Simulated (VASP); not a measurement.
# Ni (P6_3/mmc) in VASP: a series of runs, part 2 of 2

VASP 6.6.1.

**3. Single point, PBEsol, collinear spin, ferromagnetic start**

This run uses another cell than the first one, of 10.43 Å³/atom.

Contents of INCAR:

```
PREC     = Accurate       # precision mode
ENCUT    = 520            # plane-wave cutoff, eV
EDIFF    = 1E-7           # SCF threshold, eV
ISMEAR   = -1             # smearing method
SIGMA    = 0.1            # smearing width, eV
LREAL    = F              # projectors in reciprocal space
LASPH    = T              # aspherical terms in the spheres
NELM     = 150            # most SCF steps
ALGO     = Normal         # electronic algorithm
ISIF     = 2              # what is computed and relaxed
LWAVE    = F              # write WAVECAR
LCHARG   = F              # write CHGCAR
ISPIN    = 2              # spin polarisation
MAGMOM   = 2 2            # initial moments
LORBIT   = 11             # projections on sites
LMAXMIX  = 4              # l up to which the mixer works
GGA      = PS             # functional
NBANDS   = 21             # bands
```

Contents of KPOINTS:

```
Automatic mesh
0
Gamma
  14 14 7
```

Contents of POSCAR:

```
Ni
1.0
    2.4500382236     -0.0000002889      0.0000000000
   -1.2250188616      2.1217954864      0.0000000000
    0.0000000000      0.0000000000      4.0127978771
Ni
2
Direct
    0.3333333333      0.6666666667      0.2500000000
    0.6666666667      0.3333333333      0.7500000000
```

Potentials or basis: VASP PAW PBE potentials, release 64 (Ni).

Command:

```sh
$ cat potpaw_PBE.64/Ni/POTCAR > POTCAR
$ mpirun -np 1 vasp_std > vasp.out
```

OUTCAR:

```text
PREC = Accurate
   ENCUT = 520
   EDIFF = 1E-7
   ISMEAR = -1
   LREAL = F
   LASPH = T
   NELM = 150
   ISIF = 2
   ISPIN = 2
   LORBIT = 11
   GGA = PS

 ion  position               nearest neighbor table
   1  0.333  0.667  0.250-   2 2.45   2 2.45   2 2.45   2 2.45   2 2.45   2 2.45
   2  0.667  0.333  0.750-   1 2.45   1 2.45   1 2.45   1 2.45   1 2.45   1 2.45

  LATTYP: Found a hexagonal cell.
 ALAT       =     2.4500382236
 C/A-ratio  =     1.6378511316

  Lattice vectors:

 A1 = (   2.4500382236,  -0.0000002889,   0.0000000000)
 A2 = (  -1.2250188616,   2.1217954864,   0.0000000000)
 A3 = (   0.0000000000,   0.0000000000,   4.0127978771)

Analysis of symmetry for initial positions (statically):
=====================================================================
 Subroutine PRICEL returns:
 Original cell was already a primitive cell.

 Routine SETGRP: Setting up the symmetry group for a
 hexagonal supercell.

 Subroutine GETGRP returns: Found 24 space group operations
 (whereof 12 operations were pure point group operations)
 out of a pool of 24 trial point group operations.

The static configuration has the point symmetry D_3d.
 The point group associated with its full space group is D_6h.

Analysis of symmetry for dynamics (positions and initial velocities):
=====================================================================
 Subroutine PRICEL returns:
 Original cell was already a primitive cell.

 Routine SETGRP: Setting up the symmetry group for a
 hexagonal supercell.

 Subroutine GETGRP returns: Found 24 space group operations
 (whereof 12 operations were pure point group operations)
 out of a pool of 24 trial point group operations.

The dynamic configuration has the point symmetry D_3d.
 The point group associated with its full space group is D_6h.

Analysis of structural, dynamic, and magnetic symmetry:
=====================================================================
 Subroutine PRICEL returns:
 Original cell was already a primitive cell.

 Routine SETGRP: Setting up the symmetry group for a
 hexagonal supercell.

 Subroutine GETGRP returns: Found 24 space group operations
 (whereof 12 operations were pure point group operations)
 out of a pool of 24 trial point group operations.

The overall configuration has the point symmetry D_3d.
 The point group associated with its full space group is D_6h.

 Subroutine INISYM returns: Found 24 space group operations
 (whereof 12 operations are pure point group operations),
 and found     1 'primitive' translations

----------------------------------------------------------------------------------------

                                     Primitive cell

  volume of cell :      20.8604

  direct lattice vectors                    reciprocal lattice vectors
     2.450038224 -0.000000289  0.000000000     0.408156925  0.235649446  0.000000000
    -1.225018862  2.121795486  0.000000000     0.000000056  0.471298989  0.000000000
     0.000000000  0.000000000  4.012797877     0.000000000  0.000000000  0.249202684

  length of vectors
     2.450038224  2.450038224  4.012797877     0.471298989  0.471298989  0.249202684

  position of ions in fractional coordinates (direct lattice)
[... 64 lines left out ...]
   dimension x,y,z NGX =    18 NGY =   18 NGZ =   30
   dimension x,y,z NGXF=    36 NGYF=   36 NGZF=   60
   ions per type =               2
   NGX,Y,Z   is equivalent  to a cutoff of  12.21, 12.21, 12.43 a.u.
   NGXF,Y,Z  is equivalent  to a cutoff of  24.43, 24.43, 24.86 a.u.
 SYSTEM =  unknown system
   PREC   = accura    normal or accurate (medium, high low for compatibility)
   ISTART =      0    job   : 0-new  1-cont  2-samecut
   ICHARG =      2    charge: 1-file 2-atom 10-const
   ISPIN  =      2    spin polarized calculation?
   LNONCOLLINEAR =      F non collinear calculations
   LSORBIT =      F    spin-orbit coupling
   LASPH  =      T    aspherical Exc in radial PAW
   ENCUT  =  520.0 eV  38.22 Ry    6.18 a.u.   4.56  4.56  7.46*2*pi/ulx,y,z
   NELM   =    150;   NELMIN=  2; NELMDL= -5     # of ELM steps
   EDIFF  = 0.1E-06   stopping-criterion for ELM
   LREAL  =      F    real-space projection
   EDIFFG = 0.1E-05   stopping-criterion for IOM
   NSW    =      0    number of steps for IOM
   IBRION =     -1    ionic relax: 0-MD 1-quasi-New 2-CG
   NFREE  =      0    steps in history (QN), initial steepest desc. (CG)
   ISIF   =      2    stress and relaxation
   ISYM   =      2    0-nonsym 1-usesym 2-fastsym
   POTIM  = 0.5000    time-step for ionic-motion
   TEBEG  =    0.0;   TEEND  =   0.0 temperature during run
   PSTRESS=    0.0 pullay stress
   NELECT =      20.0000    total number of electrons
   NUPDOWN=      -1.0000    fix difference up-down
   EMIN   =  10.00;   EMAX   =-10.00  energy-range for DOS
   EFERMI =   0.00;   METHOD = LEGACY
   ISMEAR =    -1;   SIGMA  =   0.10  broadening in eV -4-tet -1-fermi 0-gaus
   EFERMI_NEDOS =   21; number of points for ismear=-14 and -15
   IALGO  =     38    algorithm
   IMIX   =      4    mixing-type and parameters
     AMIX     =   0.40;   BMIX     =  1.00
     AMIX_MAG =   1.60;   BMIX_MAG =  1.00
  volume/ion in A,a.u.               =      10.43        70.39
  Fermi-wavevector in a.u.,A,eV,Ry     =   1.614273  3.050533 35.455108  2.605877
  Thomas-Fermi vector in A             =   2.709208
   LORBIT       =     11    0 simple, 1 ext, 2 COOP (PROOUT), +10 PAW based schemes
   GGA     = PS    functional components
   LHFCALC =     F    Hartree Fock is set to
   AEXX    =    0.0000 exact exchange contribution
   IVDW    =     0    specifies the selected vdW correction
   LEPSILON=     F    determine dielectric tensor
   LRPA    =     F    only Hartree local field effects (RPA)
 spin polarized calculation
  energy-cutoff  :      520.00
  volume of cell :       20.86
 maximum number of plane-waves:       574
   NGX =  9   NGY =  9   NGZ = 15

 number of electron      19.9999985 magnetization       1.2028724

 Free energy of the ion-electron system (eV)
  ---------------------------------------------------
  ext. energy  EPLUGINS =         0.00000000
  ---------------------------------------------------
  free energy    TOTEN  =       -12.28081585 eV

  energy without entropy =      -12.15672854  energy(sigma->0) =      -12.21877219

 E-fermi :   9.8101     XC(G=0): -13.6864

 val. band max:        9.8096105925   @ k =   0.1429   0.1429   0.2857
 cond. band min:       9.8115753512   @ k =   0.2857   0.0714   0.4286
 fundamental gap:      0.0019647587
 Fermi energy:         9.8100520906

 spin component 1

 k-point     1 :       0.0000    0.0000    0.0000
  band No.  band energies     occupation
      1       0.4365      1.00000
      2       4.7339      1.00000
      3       7.2978      1.00000
      4       7.3937      1.00000
      5       7.3937      1.00000
      6       7.6820      1.00000
[... 565 lines left out ...]
     20      43.4674      0.00000
     21      46.1883      0.00000

 [... further k-points ...]

 spin component 2

 k-point     1 :       0.0000    0.0000    0.0000
  band No.  band energies     occupation
      1       0.4327      1.00000
      2       5.1077      1.00000
      3       7.9431      1.00000
      4       8.0205      1.00000
      5       8.0205      1.00000
      6       8.3270      1.00000
[... 565 lines left out ...]
     20      43.5107      0.00000
     21      46.2242      0.00000

 [... further k-points ...]
[... 5 lines left out ...]
  --------------------------------------------------------------------------------------
  -------------------------------------------------------------------------------------
  Total       -0.0090733     -0.0090733     -0.0062228     -0.0000000      0.0000000      0.0000000
  in kB       -0.6968736     -0.6968736     -0.4779367     -0.0000000      0.0000000      0.0000000
  external PRESSURE =      -0.6238946 kB  Pullay stress =       0.0000000 kB

 VOLUME and BASIS-vectors are now :
 -----------------------------------------------------------------------------
  energy-cutoff  :      520.00
  volume of cell :       20.86
      direct lattice vectors                 reciprocal lattice vectors
     2.450038224 -0.000000289  0.000000000     0.408156925  0.235649446  0.000000000
    -1.225018862  2.121795486  0.000000000     0.000000056  0.471298989  0.000000000
     0.000000000  0.000000000  4.012797877     0.000000000  0.000000000  0.249202684

 POSITION                                       TOTAL-FORCE (eV/Angst)
 -----------------------------------------------------------------------------------
      0.00000      1.41453      1.00320        -0.000000      0.000000      0.000000
      1.22502      0.70726      3.00960         0.000000     -0.000000      0.000000
 -----------------------------------------------------------------------------------
    total drift:                                0.000000     -0.000000     -0.000000

  FREE ENERGIE OF THE ION-ELECTRON SYSTEM (eV)
  ---------------------------------------------------
  free  energy   TOTEN  =       -12.2808158535 eV

  energy  without entropy=      -12.1567285356  energy(sigma->0) =      -12.21877219

 total charge

# of ion       s       p       d       tot
------------------------------------------
    1        0.518   0.541   8.334   9.393
    2        0.518   0.541   8.334   9.393
--------------------------------------------------
tot          1.035   1.082  16.668  18.786

 magnetization (x)

# of ion       s       p       d       tot
------------------------------------------
    1       -0.005  -0.023   0.634   0.607
    2       -0.005  -0.023   0.634   0.607
--------------------------------------------------
tot         -0.010  -0.046   1.269   1.214
```

Run time: 79 s. Hardware: 1 thread of Intel Xeon 8259CL, shared host; peak memory 0.18 GiB.

What came out:

- Free energy: -12.2808 eV
- Pressure: -0.1 GPa
- Net moment: 1.20 μB per cell
- Site moments: Ni +0.61 μB
- Valence electrons inside the program's atomic spheres: Ni 9.39

Caveat: the PAW data sets were made with another functional, which shifts forces and pressure a little.
